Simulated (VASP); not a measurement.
# ZnS (I-4m2) in VASP: a series of runs

The runs below take ZnS through single point, with PBE.

Program: VASP 6.6.1. These are calculated values, not measurements. Logs are shortened: lines on timing, memory, paths and dates and some standing lists are left out, and cuts for length are marked.

### Step 1. The cell of the first run

It takes space group I-4m2 (No. 119, tetragonal). Conventional cell: a = 3.809 Å, b = 3.809 Å, c = 5.606 Å, α = 90.00°, β = 90.00°, γ = 90.00°. Within 3.1 Å of Zn (site symmetry -4m2) lie 4 S at 2.36 Å. S (site symmetry -4m2) has 4 Zn at 2.36 Å within 3.1 Å.

### Step 2. Single point, PBE (uniaxial strain along c: +3.0 %, then relaxed in part)

Contents of INCAR:

```
PREC = Accurate ; ENCUT = 520
EDIFF = 1E-7 ; ISMEAR = 0
SIGMA = 0.02 ; LREAL = False
LASPH = True ; NELM = 80
ALGO = Normal ; ISIF = 2
LWAVE = False ; LCHARG = False
GGA = PE ; NBANDS = 26
```

Contents of KPOINTS:

```
regular mesh
0
Gamma
  8 8 6
```

Contents of POSCAR:

```
ZnS
1.0
    2.6931359258      2.6931359258      0.0000000000
   -2.6931359258      2.6931359258      0.0000000000
    0.0000000000      0.0000000000      5.6055780066
Zn S
2 2
Direct
    0.0000000000      0.0000000000      0.0000000000
    0.5000000000      0.5000000000      0.5000000000
    0.5000000000      0.0000000000      0.7500000000
    0.0000000000      0.5000000000      0.2500000000
```

Potentials or basis: VASP PAW PBE potentials, release 64 (Zn, S).

The run is started by

```
$ cat potpaw_PBE.64/Zn/POTCAR potpaw_PBE.64/S/POTCAR > POTCAR
$ mpirun -np 1 vasp_std > vasp.out
```

OUTCAR:

```text
PREC = Accurate
   ENCUT = 520
   EDIFF = 1E-7
   ISMEAR = 0
   LREAL = False
   LASPH = True
   NELM = 80
   ISIF = 2
   GGA = PE

 ion  position               nearest neighbor table
   1  0.000  0.000  0.000-   3 2.36   4 2.36   4 2.36   3 2.36
   2  0.500  0.500  0.500-   3 2.36   4 2.36   3 2.36   4 2.36
   3  0.500  0.000  0.750-   1 2.36   2 2.36   2 2.36   1 2.36
   4  0.000  0.500  0.250-   1 2.36   2 2.36   1 2.36   2 2.36

  LATTYP: Found a simple tetragonal cell.
 ALAT       =     3.8086693516
 C/A-ratio  =     1.4717943432

  Lattice vectors:

 A1 = (   2.6931359258,   2.6931359258,   0.0000000000)
 A2 = (  -2.6931359258,   2.6931359258,   0.0000000000)
 A3 = (   0.0000000000,   0.0000000000,   5.6055780066)

Analysis of symmetry for initial positions (statically):
=====================================================================
 Subroutine PRICEL returns following result:

  LATTYP: Found a body centered tetragonal cell.
 ALAT       =     3.8086693516
 C/A-ratio  =     1.4717943432

  Lattice vectors:

 A1 = (   2.6931359258,   0.0000000000,  -2.8027890033)
 A2 = (  -2.6931359258,   0.0000000000,  -2.8027890033)
 A3 = (   0.0000000000,   2.6931359258,   2.8027890033)

   2 primitive cells build up your supercell.

 Routine SETGRP: Setting up the symmetry group for a
 simple tetragonal supercell.

 Subroutine GETGRP returns: Found  8 space group operations
 (whereof  8 operations were pure point group operations)
 out of a pool of 16 trial point group operations.

The static configuration has the point symmetry D_2d.

Analysis of symmetry for dynamics (positions and initial velocities):
=====================================================================
 Subroutine PRICEL returns following result:

  LATTYP: Found a body centered tetragonal cell.
 ALAT       =     3.8086693516
 C/A-ratio  =     1.4717943432

  Lattice vectors:

 A1 = (   2.6931359258,   0.0000000000,  -2.8027890033)
 A2 = (  -2.6931359258,   0.0000000000,  -2.8027890033)
 A3 = (   0.0000000000,   2.6931359258,   2.8027890033)

   2 primitive cells build up your supercell.

 Routine SETGRP: Setting up the symmetry group for a
 simple tetragonal supercell.

 Subroutine GETGRP returns: Found  8 space group operations
 (whereof  8 operations were pure point group operations)
 out of a pool of 16 trial point group operations.

The dynamic configuration has the point symmetry D_2d.

 Subroutine INISYM returns: Found  8 space group operations
 (whereof  8 operations are pure point group operations),
 and found     2 'primitive' translations

----------------------------------------------------------------------------------------

                                     Primitive cell

  volume of cell :      40.6572

  direct lattice vectors                    reciprocal lattice vectors
     2.693135926  0.000000000 -2.802789003     0.185657172  0.185657172 -0.178393735
    -2.693135926  0.000000000 -2.802789003    -0.185657172  0.185657172 -0.178393735
     0.000000000  2.693135926  2.802789003     0.000000000  0.371314344  0.000000000

  length of vectors
     3.886979201  3.886979201  3.886979201     0.317429513  0.317429513  0.371314344

  position of ions in fractional coordinates (direct lattice)
     0.000000000  0.000000000  0.000000000
     0.750000000  0.250000000  0.500000000

  ion indices of the primitive-cell ions
   primitive index   ion index
                 1           1
                 2           3

----------------------------------------------------------------------------------------

 KPOINTS: regular mesh

Automatic generation of k-mesh.
 Grid dimensions read from file:
 generate k-points for:    8    8    6

 Generating k-lattice:

  Cartesian coordinates                     Fractional coordinates (reciprocal lattice)
     0.023207147  0.023207147  0.000000000     0.125000000  0.000000000  0.000000000
    -0.023207147  0.023207147  0.000000000     0.000000000  0.125000000  0.000000000
     0.000000000  0.000000000  0.029732289     0.000000000  0.000000000  0.166666667

  Length of vectors
     0.032819861  0.032819861  0.029732289

  Shift w.r.t. Gamma in fractional coordinates (k-lattice)
     0.000000000  0.000000000  0.000000000

 Subroutine IBZKPT returns following result:
 ===========================================

 Found     60 irreducible k-points:

 Following reciprocal coordinates:
            Coordinates               Weight
  0.000000  0.000000  0.000000      1.000000
  0.125000  0.000000  0.000000      4.000000
  0.250000  0.000000  0.000000      4.000000
  0.375000  0.000000  0.000000      4.000000
  0.500000  0.000000  0.000000      2.000000
  0.125000  0.125000  0.000000      4.000000
[... 16 lines left out ...]
  0.375000  0.125000  0.166667     16.000000
  0.500000  0.125000  0.166667      8.000000
 [... further k-points ...]
   k-points           NKPTS =     60   k-points in BZ     NKDIM =     60   number of bands    NBANDS=     26
   number of dos      NEDOS =    301   number of ions     NIONS =      4
   total plane-waves  NPLWV =  32928
   dimension x,y,z NGX =    28 NGY =   28 NGZ =   42
   dimension x,y,z NGXF=    56 NGYF=   56 NGZF=   84
   ions per type =               2   2
   NGX,Y,Z   is equivalent  to a cutoff of  12.22, 12.22, 12.46 a.u.
   NGXF,Y,Z  is equivalent  to a cutoff of  24.44, 24.44, 24.91 a.u.
 SYSTEM =  unknown system
   PREC   = accura    normal or accurate (medium, high low for compatibility)
   ISTART =      0    job   : 0-new  1-cont  2-samecut
   ICHARG =      2    charge: 1-file 2-atom 10-const
   ISPIN  =      1    spin polarized calculation?
   LNONCOLLINEAR =      F non collinear calculations
   LSORBIT =      F    spin-orbit coupling
   LASPH  =      T    aspherical Exc in radial PAW
   ENCUT  =  520.0 eV  38.22 Ry    6.18 a.u.   7.08  7.08 10.42*2*pi/ulx,y,z
   NELM   =     80;   NELMIN=  2; NELMDL= -5     # of ELM steps
   EDIFF  = 0.1E-06   stopping-criterion for ELM
   LREAL  =      F    real-space projection
   EDIFFG = 0.1E-05   stopping-criterion for IOM
   NSW    =      0    number of steps for IOM
   IBRION =     -1    ionic relax: 0-MD 1-quasi-New 2-CG
   NFREE  =      0    steps in history (QN), initial steepest desc. (CG)
   ISIF   =      2    stress and relaxation
   ISYM   =      2    0-nonsym 1-usesym 2-fastsym
   POTIM  = 0.5000    time-step for ionic-motion
   TEBEG  =    0.0;   TEEND  =   0.0 temperature during run
   PSTRESS=    0.0 pullay stress
   NELECT =      36.0000    total number of electrons
   NUPDOWN=      -1.0000    fix difference up-down
   EMIN   =  10.00;   EMAX   =-10.00  energy-range for DOS
   EFERMI =   0.00;   METHOD = LEGACY
   ISMEAR =     0;   SIGMA  =   0.02  broadening in eV -4-tet -1-fermi 0-gaus
   EFERMI_NEDOS =   21; number of points for ismear=-14 and -15
   IALGO  =     38    algorithm
   IMIX   =      4    mixing-type and parameters
     AMIX     =   0.40;   BMIX     =  1.00
     AMIX_MAG =   1.60;   BMIX_MAG =  1.00
  volume/ion in A,a.u.               =      20.33       137.18
  Fermi-wavevector in a.u.,A,eV,Ry     =   1.247728  2.357865 21.181902  1.556826
  Thomas-Fermi vector in A             =   2.381847
   LORBIT       =      0    0 simple, 1 ext, 2 COOP (PROOUT), +10 PAW based schemes
   GGA     = PE    functional components
   LHFCALC =     F    Hartree Fock is set to
   AEXX    =    0.0000 exact exchange contribution
   IVDW    =     0    specifies the selected vdW correction
   LEPSILON=     F    determine dielectric tensor
   LRPA    =     F    only Hartree local field effects (RPA)
 non-spin polarized calculation
 Gauss-broadening in eV      SIGMA  =   0.02
  energy-cutoff  :      520.00
  volume of cell :       81.31
 maximum number of plane-waves:      2228
   NGX = 15   NGY = 15   NGZ = 21

 number of electron      36.0000012 magnetization

 Free energy of the ion-electron system (eV)
  ---------------------------------------------------
  ext. energy  EPLUGINS =         0.00000000
  ---------------------------------------------------
  free energy    TOTEN  =       -13.69308321 eV

  energy without entropy =      -13.69308321  energy(sigma->0) =      -13.69308321

 E-fermi :   2.0344     XC(G=0):  -9.4909

 val. band max:        1.8783629043   @ k =   0.0000   0.0000   0.0000
 cond. band min:       3.8074204220   @ k =   0.0000   0.0000   0.0000
 fundamental gap:      1.9290575177
 Fermi energy:         2.0344136732

 k-point     1 :       0.0000    0.0000    0.0000
  band No.  band energies     occupation
      1     -11.1012      2.00000
      2      -9.9796      2.00000
      3      -4.4071      2.00000
      4      -4.3949      2.00000
      5      -4.3830      2.00000
      6      -4.3830      2.00000
[... 18 lines left out ...]
     25      12.3091      0.00000
     26      13.1470      0.00000

 k-point     2 :       0.1250    0.0000    0.0000
  band No.  band energies     occupation
      1     -11.0247      2.00000
      2      -9.9745      2.00000
      3      -4.3941      2.00000
      4      -4.3809      2.00000
      5      -4.3711      2.00000
      6      -4.3595      2.00000
[... 18 lines left out ...]
     25      11.7809      0.00000
     26      12.8324      0.00000

 k-point     3 :       0.2500    0.0000    0.0000
  band No.  band energies     occupation
      1     -10.8140      2.00000
      2      -9.9821      2.00000
      3      -4.3837      2.00000
      4      -4.3389      2.00000
      5      -4.3380      2.00000
      6      -4.3071      2.00000
[... 18 lines left out ...]
     25      10.9894      0.00000
     26      11.6037      0.00000

 k-point     4 :       0.3750    0.0000    0.0000
  band No.  band energies     occupation
      1     -10.5254      2.00000
      2     -10.0582      2.00000
      3      -4.3298      2.00000
      4      -4.2901      2.00000
      5      -4.2865      2.00000
      6      -4.2805      2.00000
[... 18 lines left out ...]
     25      10.0166      0.00000
     26      10.5586      0.00000

 k-point     5 :       0.5000    0.0000    0.0000
  band No.  band energies     occupation
      1     -10.2464      2.00000
      2     -10.2464      2.00000
      3      -4.2879      2.00000
      4      -4.2879      2.00000
      5      -4.2341      2.00000
      6      -4.2341      2.00000
[... 18 lines left out ...]
     25       9.7765      0.00000
     26       9.7765      0.00000

 k-point     6 :       0.1250    0.1250    0.0000
  band No.  band energies     occupation
      1     -10.9500      2.00000
      2      -9.9665      2.00000
      3      -4.3999      2.00000
      4      -4.3720      2.00000
      5      -4.3460      2.00000
      6      -4.3280      2.00000
[... 427 lines left out ...]
 k-point    21 :       0.1250    0.1250    0.1667
  band No.  band energies     occupation
      1     -10.8923      2.00000
      2     -10.0423      2.00000
      3      -4.3872      2.00000
      4      -4.3666      2.00000
      5      -4.3360      2.00000
      6      -4.3317      2.00000
[... 18 lines left out ...]
     25      10.3081      0.00000
     26      12.1447      0.00000

 k-point    22 :       0.2500    0.1250    0.1667
  band No.  band energies     occupation
      1     -10.6964      2.00000
      2     -10.0220      2.00000
      3      -4.3792      2.00000
      4      -4.3245      2.00000
      5      -4.2966      2.00000
      6      -4.2849      2.00000
[... 18 lines left out ...]
     25       9.5885      0.00000
     26      11.4835      0.00000

 k-point    23 :       0.3750    0.1250    0.1667
  band No.  band energies     occupation
      1     -10.4353      2.00000
      2     -10.0556      2.00000
      3      -4.3355      2.00000
      4      -4.2785      2.00000
      5      -4.2735      2.00000
      6      -4.2259      2.00000
[... 18 lines left out ...]
     25       9.7108      0.00000
     26      11.0809      0.00000

 k-point    24 :       0.5000    0.1250    0.1667
  band No.  band energies     occupation
      1     -10.1965      2.00000
      2     -10.1965      2.00000
      3      -4.2854      2.00000
      4      -4.2854      2.00000
      5      -4.2381      2.00000
      6      -4.2381      2.00000
[... 18 lines left out ...]
     25      10.2851      0.00000
     26      10.2851      0.00000

 [... further k-points ...]
[... 5 lines left out ...]
  --------------------------------------------------------------------------------------
  -------------------------------------------------------------------------------------
  Total        0.0661017      0.0661017     -0.8273207      0.0000000      0.0000000      0.0000000
  in kB        1.3024356      1.3024356    -16.3011230      0.0000000      0.0000000      0.0000000
  external PRESSURE =      -4.5654172 kB  Pullay stress =       0.0000000 kB

 VOLUME and BASIS-vectors are now :
 -----------------------------------------------------------------------------
  energy-cutoff  :      520.00
  volume of cell :       81.31
      direct lattice vectors                 reciprocal lattice vectors
     2.693135926  2.693135926  0.000000000     0.185657172  0.185657172  0.000000000
    -2.693135926  2.693135926  0.000000000    -0.185657172  0.185657172  0.000000000
     0.000000000  0.000000000  5.605578007     0.000000000  0.000000000  0.178393735

 POSITION                                       TOTAL-FORCE (eV/Angst)
 -----------------------------------------------------------------------------------
      0.00000      0.00000      0.00000         0.000000      0.000000      0.000000
      0.00000      2.69314      2.80279        -0.000000     -0.000000     -0.000000
      1.34657      1.34657      4.20418         0.000000      0.000000      0.000000
     -1.34657      1.34657      1.40139         0.000000      0.000000      0.000000
 -----------------------------------------------------------------------------------
    total drift:                               -0.000000      0.000000      0.000000

  FREE ENERGIE OF THE ION-ELECTRON SYSTEM (eV)
  ---------------------------------------------------
  free  energy   TOTEN  =       -13.6930832086 eV

  energy  without entropy=      -13.6930832086  energy(sigma->0) =      -13.69308321
```

Run time: 40 s. Hardware: 1 thread of Intel Xeon 6975P-C (Granite Rapids), shared host; peak memory 0.24 GiB.

What came out:

| Property | Result |
| --- | --- |
| Free energy | -13.6931 eV |
| Pressure | -0.5 GPa |
| Band gap on the k mesh | 1.93 eV |

Levels at points of the mesh, in eV from the valence-band top:
```csv
k point,band 15,band 16,band 17,band 18,band 19,band 20,band 21,band 22
"(0.00, 0.00, 0.00)",-2.02,-0.15,0.00,0.00,1.93,3.56,4.28,6.38
"(0.50, 0.00, 0.00)",-2.55,-2.55,-0.79,-0.79,4.81,4.81,6.64,6.64
"(0.50, 0.50, 0.00)",-2.26,-2.26,-2.18,-2.18,3.37,3.37,3.90,3.90
"(0.00, 0.00, 0.50)",-1.12,-1.12,-1.12,-1.12,4.34,4.34,4.70,4.70
"(0.50, 0.00, 0.50)",-0.98,-0.98,-0.76,-0.76,3.18,3.18,6.76,6.76
"(0.50, 0.50, 0.50)",-2.67,-2.67,-2.62,-2.62,5.51,5.51,5.68,5.68
```

Caveat: the cell differs from its parent crystal (uniaxial strain along c: +3.0 %, then relaxed in part).

[end of part 1 of 2]
